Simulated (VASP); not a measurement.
# Al2O3 (P-6m2) in VASP: a series of runs, part 2 of 3

VASP 6.6.1. The steps go on from the part before.

## 3. Single point, LDA

This run uses another cell than the first one, of the same volume but with other edges.

File INCAR:

```
PREC     = Accurate       # precision mode
ENCUT    = 520            # plane-wave cutoff, eV
EDIFF    = 1E-6           # SCF threshold, eV
ISMEAR   = 0              # smearing method
SIGMA    = 0.05           # smearing width, eV
LREAL    = False          # projectors in reciprocal space
LASPH    = True           # aspherical terms in the spheres
NELM     = 100            # most SCF steps
ALGO     = Normal         # electronic algorithm
ISIF     = 2              # what is computed and relaxed
LWAVE    = False          # write WAVECAR
LCHARG   = False          # write CHGCAR
NBANDS   = 20             # bands
```

File KPOINTS:

```
Automatic mesh
0
Gamma
  12 12 4
```

File POSCAR:

```
Al2O3
1.0
    2.7493582589      0.0000000000      0.0000000000
   -1.3746791295      2.3810140963      0.0000000000
    0.0000000000      0.0000000000      9.9526706086
Al O
2 3
Direct
    0.0000000000      0.0000000000      0.1469612859
    0.0000000000      0.0000000000      0.8530387141
    0.3333333333      0.6666666667      0.2184227737
    0.6666666667      0.3333333333      0.0000000000
    0.3333333333      0.6666666667      0.7815772263
```

Potentials or basis: VASP PAW LDA potentials, release 64 (Al, O).

Started as:

```bash
cat potpaw_LDA.64/Al/POTCAR potpaw_LDA.64/O/POTCAR > POTCAR
mpirun -np 1 vasp_std > vasp.out
```

OUTCAR:

```text
PREC = Accurate
   ENCUT = 520
   EDIFF = 1E-6
   ISMEAR = 0
   LREAL = False
   LASPH = True
   NELM = 100
   ISIF = 2

 ion  position               nearest neighbor table
   1  0.000  0.000  0.147-   3 1.74   3 1.74   3 1.74   4 2.16   4 2.16   4 2.16   2 2.93
   2  0.000  0.000  0.853-   5 1.74   5 1.74   5 1.74   4 2.16   4 2.16   4 2.16   1 2.93
   3  0.333  0.667  0.218-   1 1.74   1 1.74   1 1.74
   4  0.667  0.333  0.000-   1 2.16   2 2.16   1 2.16   2 2.16   1 2.16   2 2.16
   5  0.333  0.667  0.782-   2 1.74   2 1.74   2 1.74

  LATTYP: Found a hexagonal cell.
 ALAT       =     2.7493582589
 C/A-ratio  =     3.6199977127

  Lattice vectors:

 A1 = (   2.7493582589,   0.0000000000,   0.0000000000)
 A2 = (  -1.3746791295,   2.3810140963,   0.0000000000)
 A3 = (   0.0000000000,   0.0000000000,   9.9526706086)

Analysis of symmetry for initial positions (statically):
=====================================================================
 Subroutine PRICEL returns:
 Original cell was already a primitive cell.

 Routine SETGRP: Setting up the symmetry group for a
 hexagonal supercell.

 Subroutine GETGRP returns: Found 12 space group operations
 (whereof 12 operations were pure point group operations)
 out of a pool of 24 trial point group operations.

The static configuration has the point symmetry D_3h.

Analysis of symmetry for dynamics (positions and initial velocities):
=====================================================================
 Subroutine PRICEL returns:
 Original cell was already a primitive cell.

 Routine SETGRP: Setting up the symmetry group for a
 hexagonal supercell.

 Subroutine GETGRP returns: Found 12 space group operations
 (whereof 12 operations were pure point group operations)
 out of a pool of 24 trial point group operations.

[... 123 lines left out ...]
   IALGO  =     38    algorithm
   IMIX   =      4    mixing-type and parameters
     AMIX     =   0.40;   BMIX     =  1.00
     AMIX_MAG =   1.60;   BMIX_MAG =  1.00
  volume/ion in A,a.u.               =      13.03        87.93
  Fermi-wavevector in a.u.,A,eV,Ry     =   1.173548  2.217685 18.738153  1.377215
  Thomas-Fermi vector in A             =   2.309959
   LORBIT       =      0    0 simple, 1 ext, 2 COOP (PROOUT), +10 PAW based schemes
   GGA     = CA    functional components
   LHFCALC =     F    Hartree Fock is set to
   AEXX    =    0.0000 exact exchange contribution
   IVDW    =     0    specifies the selected vdW correction
   LEPSILON=     F    determine dielectric tensor
   LRPA    =     F    only Hartree local field effects (RPA)
 non-spin polarized calculation
 Gauss-broadening in eV      SIGMA  =   0.05
  energy-cutoff  :      520.00
  volume of cell :       65.15
 maximum number of plane-waves:      1772
   NGX = 11   NGY = 11   NGZ = 37

 number of electron      23.9999993 magnetization

 Free energy of the ion-electron system (eV)
  ---------------------------------------------------
  ext. energy  EPLUGINS =         0.00000000
  ---------------------------------------------------
  free energy    TOTEN  =       -39.80362726 eV

  energy without entropy =      -39.80362726  energy(sigma->0) =      -39.80362726

 E-fermi :   0.8943     XC(G=0):  -8.8258

 val. band max:        0.5972944469   @ k =   0.0000   0.0000   0.5000
 cond. band min:       6.2302132937   @ k =   0.0000   0.0000   0.0000
 fundamental gap:      5.6329188468
 Fermi energy:         0.8943179395

 k-point     1 :       0.0000    0.0000    0.0000
  band No.  band energies     occupation
      1     -18.2549      2.00000
      2     -17.4779      2.00000
      3     -16.0274      2.00000
      4      -5.0480      2.00000
      5      -2.0397      2.00000
      6      -0.7118      2.00000
[... 541 lines left out ...]
     19      14.1044      0.00000
     20      15.3823      0.00000

 [... further k-points ...]

------------------------ aborting loop because EDIFF is reached ----------------------------------------

  FORCE on cell =-STRESS in cart. coord.  units (eV):
  Direction    XX          YY          ZZ          XY          YZ          ZX
  --------------------------------------------------------------------------------------
  -------------------------------------------------------------------------------------
  Total        6.1121694      6.1121694     -4.6026104     -0.0000000      0.0000000      0.0000000
  in kB      150.3048638    150.3048638   -113.1831732     -0.0000000      0.0000000      0.0000000
  external PRESSURE =      62.4755181 kB  Pullay stress =       0.0000000 kB

 VOLUME and BASIS-vectors are now :
 -----------------------------------------------------------------------------
  energy-cutoff  :      520.00
  volume of cell :       65.15
      direct lattice vectors                 reciprocal lattice vectors
     2.749358259  0.000000000  0.000000000     0.363721242  0.209994557  0.000000000
    -1.374679130  2.381014096  0.000000000     0.000000000  0.419989114  0.000000000
     0.000000000  0.000000000  9.952670609     0.000000000  0.000000000  0.100475545

 POSITION                                       TOTAL-FORCE (eV/Angst)
 -----------------------------------------------------------------------------------
      0.00000      0.00000      1.46266         0.000000     -0.000000     -1.475422
      0.00000      0.00000      8.49001         0.000000     -0.000000      1.475422
     -0.00000      1.58734      2.17389        -0.000000      0.000000     -0.048975
      1.37468      0.79367      0.00000         0.000000     -0.000000     -0.000000
     -0.00000      1.58734      7.77878        -0.000000      0.000000      0.048975
 -----------------------------------------------------------------------------------
    total drift:                                0.000001     -0.000001     -0.000000

  FREE ENERGIE OF THE ION-ELECTRON SYSTEM (eV)
  ---------------------------------------------------
  free  energy   TOTEN  =       -39.8036272575 eV

  energy  without entropy=      -39.8036272575  energy(sigma->0) =      -39.80362726
```

Wall time 1.8 min (1 thread of Intel Xeon 8259CL, shared host); peak memory 0.19 GiB.

What came out:

```yaml
Free_energy: -39.8036 eV
Pressure: 6.2 GPa
Largest_force: 1.475 eV/Å
Band_gap_on_the_k_mesh: 5.63 eV
```

Forces in eV/Å, atoms in the order of the input:
```
Al   0.000  0.000 -1.475
Al   0.000  0.000  1.475
O    0.000  0.000 -0.049
O    0.000  0.000  0.000
O    0.000  0.000  0.049
```

Levels at points of the mesh, in eV from the valence-band top:
| k point | band 10 | band 11 | band 12 | band 13 | band 14 | band 15 |
| --- | --- | --- | --- | --- | --- | --- |
| (0.00, 0.00, 0.00) | -0.65 | 0.00 | 0.00 | 5.63 | 8.18 | 8.49 |
| (0.50, 0.00, 0.00) | -1.13 | -0.87 | -0.80 | 8.29 | 8.75 | 9.42 |
| (0.00, 0.00, 0.50) | -0.67 | 0.00 | 0.00 | 5.76 | 7.59 | 8.92 |
| (0.50, 0.00, 0.50) | -1.13 | -0.87 | -0.80 | 8.31 | 8.73 | 9.43 |

Caveat: the cell stands under pressure; forces of over 1 eV/Å act on the atoms, so gaps and moduli don't describe the material at rest. A k mesh can miss the band edges.

## 4. Single point, LDA

This run uses another cell than the first one, of the same volume but with other edges.

File INCAR:

```
SYSTEM = Al2O3
PREC = Accurate ; ENCUT = 520
EDIFF = 1E-7 ; ISMEAR = 0
SIGMA = 0.05 ; LREAL = .FALSE.
LASPH = .TRUE. ; NELM = 100
ALGO = Normal ; ISIF = 2
LWAVE = .FALSE. ; LCHARG = .FALSE.
NBANDS = 20
```

File KPOINTS:

```
regular mesh
0
G
  12 12 4
  0 0 0
```

Changes to POSCAR since step 3:

```diff
@@ -2,5 +2,5 @@
 1.0
-    2.7493582589      0.0000000000      0.0000000000
-   -1.3746791295      2.3810140963      0.0000000000
-    0.0000000000      0.0000000000      9.9526706086
+    2.8769908825      0.0000000000      0.0000000000
+   -1.4384954413      2.4915471907      0.0000000000
+    0.0000000000      0.0000000000      9.0891930888
 Al O
```

Potentials or basis: VASP PAW LDA potentials, release 64 (Al, O).

Started as:

```bash
cat potpaw_LDA.64/Al/POTCAR potpaw_LDA.64/O/POTCAR > POTCAR
mpirun -np 1 vasp_std > vasp.out
```

OUTCAR:

```text
SYSTEM = Al2O3
   PREC = Accurate
   ENCUT = 520
   EDIFF = 1E-7
   ISMEAR = 0
   LREAL = .FALSE.
   LASPH = .TRUE.
   NELM = 100
   ISIF = 2

 ion  position               nearest neighbor table
   1  0.000  0.000  0.147-   3 1.78   3 1.78   3 1.78   4 2.13   4 2.13   4 2.13   2 2.67
   2  0.000  0.000  0.853-   5 1.78   5 1.78   5 1.78   4 2.13   4 2.13   4 2.13   1 2.67
   3  0.333  0.667  0.218-   1 1.78   1 1.78   1 1.78
   4  0.667  0.333  0.000-   1 2.13   2 2.13   1 2.13   2 2.13   1 2.13   2 2.13
   5  0.333  0.667  0.782-   2 1.78   2 1.78   2 1.78

  LATTYP: Found a hexagonal cell.
 ALAT       =     2.8769908825
 C/A-ratio  =     3.1592707311

  Lattice vectors:

 A1 = (   2.8769908825,   0.0000000000,   0.0000000000)
 A2 = (  -1.4384954413,   2.4915471907,   0.0000000000)
 A3 = (   0.0000000000,   0.0000000000,   9.0891930888)

Analysis of symmetry for initial positions (statically):
=====================================================================
 Subroutine PRICEL returns:
 Original cell was already a primitive cell.

 Routine SETGRP: Setting up the symmetry group for a
 hexagonal supercell.

 Subroutine GETGRP returns: Found 12 space group operations
 (whereof 12 operations were pure point group operations)
 out of a pool of 24 trial point group operations.

The static configuration has the point symmetry D_3h.

Analysis of symmetry for dynamics (positions and initial velocities):
=====================================================================
 Subroutine PRICEL returns:
 Original cell was already a primitive cell.

 Routine SETGRP: Setting up the symmetry group for a
 hexagonal supercell.

 Subroutine GETGRP returns: Found 12 space group operations
 (whereof 12 operations were pure point group operations)
 out of a pool of 24 trial point group operations.

The dynamic configuration has the point symmetry D_3h.
[... 123 lines left out ...]
   IMIX   =      4    mixing-type and parameters
     AMIX     =   0.40;   BMIX     =  1.00
     AMIX_MAG =   1.60;   BMIX_MAG =  1.00
  volume/ion in A,a.u.               =      13.03        87.93
  Fermi-wavevector in a.u.,A,eV,Ry     =   1.173548  2.217685 18.738153  1.377215
  Thomas-Fermi vector in A             =   2.309959
   LORBIT       =      0    0 simple, 1 ext, 2 COOP (PROOUT), +10 PAW based schemes
   GGA     = CA    functional components
   LHFCALC =     F    Hartree Fock is set to
   AEXX    =    0.0000 exact exchange contribution
   IVDW    =     0    specifies the selected vdW correction
   LEPSILON=     F    determine dielectric tensor
   LRPA    =     F    only Hartree local field effects (RPA)
 non-spin polarized calculation
 Gauss-broadening in eV      SIGMA  =   0.05
  energy-cutoff  :      520.00
  volume of cell :       65.15
 maximum number of plane-waves:      1798
 NGX is ok and might be reduce to    24

 number of electron      23.9999995 magnetization

 Free energy of the ion-electron system (eV)
  ---------------------------------------------------
  ext. energy  EPLUGINS =         0.00000000
  ---------------------------------------------------
  free energy    TOTEN  =       -40.10356555 eV

  energy without entropy =      -40.10356555  energy(sigma->0) =      -40.10356555

 E-fermi :   1.1160     XC(G=0):  -9.0151

 val. band max:        0.9001421171   @ k =   0.3333   0.3333   0.5000
 cond. band min:       5.6329934418   @ k =   0.0000   0.0000   0.0000
 fundamental gap:      4.7328513247
 Fermi energy:         1.1160431260

 k-point     1 :       0.0000    0.0000    0.0000
  band No.  band energies     occupation
      1     -18.0804      2.00000
      2     -16.6239      2.00000
      3     -15.3909      2.00000
      4      -4.2308      2.00000
      5      -1.1934      2.00000
      6      -0.9345      2.00000
[... 541 lines left out ...]
     19      13.6128      0.00000
     20      14.8188      0.00000

 [... further k-points ...]

------------------------ aborting loop because EDIFF is reached ----------------------------------------

  FORCE on cell =-STRESS in cart. coord.  units (eV):
  Direction    XX          YY          ZZ          XY          YZ          ZX
  --------------------------------------------------------------------------------------
  -------------------------------------------------------------------------------------
  Total       -1.7980093     -1.7980093      1.9468219      0.0000000      0.0000000      0.0000000
  in kB      -44.2149961    -44.2149961     47.8744579      0.0000000      0.0000000      0.0000000
  external PRESSURE =     -13.5185114 kB  Pullay stress =       0.0000000 kB

 VOLUME and BASIS-vectors are now :
 -----------------------------------------------------------------------------
  energy-cutoff  :      520.00
  volume of cell :       65.15
      direct lattice vectors                 reciprocal lattice vectors
     2.876990882  0.000000000  0.000000000     0.347585391  0.200678519  0.000000000
    -1.438495441  2.491547191  0.000000000     0.000000000  0.401357038  0.000000000
     0.000000000  0.000000000  9.089193089     0.000000000  0.000000000  0.110020768

 POSITION                                       TOTAL-FORCE (eV/Angst)
 -----------------------------------------------------------------------------------
      0.00000      0.00000      1.33576        -0.000000      0.000000      0.637452
      0.00000      0.00000      7.75343        -0.000000      0.000000     -0.637452
     -0.00000      1.66103      1.98529         0.000000      0.000000      0.083450
      1.43850      0.83052      0.00000        -0.000000      0.000000      0.000000
     -0.00000      1.66103      7.10391         0.000000     -0.000000     -0.083450
 -----------------------------------------------------------------------------------
    total drift:                                0.000000     -0.000000      0.000000

  FREE ENERGIE OF THE ION-ELECTRON SYSTEM (eV)
  ---------------------------------------------------
  free  energy   TOTEN  =       -40.1035655452 eV

  energy  without entropy=      -40.1035655452  energy(sigma->0) =      -40.10356555
```

OSZICAR:

```text
N       E                     dE             d eps       ncg     rms          rms(c)
DAV:   1     0.115079935225E+03    0.11508E+03   -0.12392E+04  2280   0.108E+03
DAV:   2    -0.367554544946E+02   -0.15184E+03   -0.14767E+03  2792   0.248E+02
DAV:   3    -0.448350815009E+02   -0.80796E+01   -0.80531E+01  3040   0.599E+01
DAV:   4    -0.449109328073E+02   -0.75851E-01   -0.75830E-01  2836   0.636E+00
DAV:   5    -0.449120147064E+02   -0.10819E-02   -0.10819E-02  2900   0.720E-01    0.129E+01
DAV:   6    -0.402783940244E+02    0.46336E+01   -0.14746E+01  2496   0.273E+01    0.470E+00
DAV:   7    -0.401916712716E+02    0.86723E-01   -0.50766E-01  2752   0.490E+00    0.249E+00
DAV:   8    -0.401178101731E+02    0.73861E-01   -0.66761E-02  2924   0.224E+00    0.824E-01
DAV:   9    -0.401024458676E+02    0.15364E-01   -0.16544E-02  3016   0.112E+00    0.173E-01
DAV:  10    -0.401023756066E+02    0.70261E-04   -0.31637E-03  2744   0.373E-01    0.140E-01
DAV:  11    -0.401032869695E+02   -0.91136E-03   -0.30050E-03  2568   0.518E-01    0.847E-02
DAV:  12    -0.401034567146E+02   -0.16975E-03   -0.46038E-04  2688   0.155E-01    0.534E-02
DAV:  13    -0.401035644539E+02   -0.10774E-03   -0.28236E-04  2596   0.120E-01    0.205E-02
DAV:  14    -0.401035641373E+02    0.31659E-06   -0.23940E-05  2972   0.484E-02    0.536E-03
DAV:  15    -0.401035650974E+02   -0.96011E-06   -0.42554E-06  2716   0.148E-02    0.228E-03
DAV:  16    -0.401035655487E+02   -0.45131E-06   -0.47814E-07  2776   0.535E-03    0.834E-04
DAV:  17    -0.401035655452E+02    0.34645E-08   -0.51689E-08  2380   0.221E-03
   1 F= -.40103566E+02 E0= -.40103566E+02  d E =-.370692E-11
```

Run time: 1.7 min. Hardware: 1 thread of Intel Xeon 8259CL, shared host; peak memory 0.19 GiB.

Results:

```yaml
Free_energy: -40.1036 eV
Pressure: -1.4 GPa
Largest_force: 0.637 eV/Å
Band_gap_on_the_k_mesh: 4.73 eV (least direct gap 5.01 eV)
```

Forces in eV/Å, atoms in the order of the input:
```
Al   0.000  0.000  0.637
Al   0.000  0.000 -0.637
O    0.000  0.000  0.083
O    0.000  0.000  0.000
O    0.000  0.000 -0.083
```

Stress tensor (GPa, compression positive):
```
-4.42  0.00  0.00
 0.00 -4.42  0.00
 0.00  0.00  4.79
```

## 5. Single point, LDA

This run uses another cell than the first one, of the same volume but with other edges.

File INCAR:

```
SYSTEM = Al2O3
PREC = Accurate
ENCUT = 520
EDIFF = 1E-7
ISMEAR = 0
SIGMA = 0.05
LREAL = .FALSE.
LASPH = .TRUE.
NELM = 60
ALGO = Normal
ISIF = 2
LWAVE = .FALSE.
LCHARG = .FALSE.
NBANDS = 20
```

KPOINTS is that of step 4.

Changes to POSCAR since step 4:

```diff
@@ -2,5 +2,5 @@
 1.0
-    2.8769908825      0.0000000000      0.0000000000
-   -1.4384954413      2.4915471907      0.0000000000
-    0.0000000000      0.0000000000      9.0891930888
+    2.7923239215      0.0000000000      0.0000000000
+   -1.3961619608      2.4182234516      0.0000000000
+    0.0000000000      0.0000000000      9.6487422905
 Al O
```

Started as:

```bash
cat potpaw_LDA.64/Al/POTCAR potpaw_LDA.64/O/POTCAR > POTCAR
mpirun -np 1 vasp_std > vasp.out
```

Run time: 1.9 min. Hardware: 1 thread of Intel Xeon 8259CL, shared host; peak memory 0.19 GiB.

Results (log left out):

* Free energy: -40.0550 eV
* Pressure: 3.4 GPa
* Largest force: 0.770 eV/Å
* Band gap on the k mesh: 5.61 eV (least direct gap 5.79 eV)

Forces on the atoms (eV/Å):
```
Al   0.000  0.000 -0.770
Al   0.000  0.000  0.770
O    0.000  0.000 -0.010
O    0.000  0.000  0.000
O    0.000  0.000  0.010
```

Stress tensor (GPa, compression positive):
```
 7.96  0.00  0.00
 0.00  7.96  0.00
 0.00  0.00 -5.66
```

Levels at points of the mesh, in eV from the valence-band top:
```csv
k point,band 9,band 10,band 11,band 12,band 13,band 14,band 15,band 16
"(0.00, 0.00, 0.00)",-1.06,-0.30,-0.19,-0.19,5.61,8.07,8.52,9.61
"(0.50, 0.00, 0.00)",-1.84,-0.84,-0.84,-0.57,8.41,9.12,9.34,11.05
"(0.00, 0.00, 0.50)",-1.06,-0.33,-0.19,-0.19,5.74,7.62,8.68,9.98
"(0.50, 0.00, 0.50)",-1.84,-0.85,-0.84,-0.56,8.43,9.10,9.36,10.93
```

Caveat: the cell stands under pressure. A k mesh can miss the band edges.

[end of part 2 of 3]
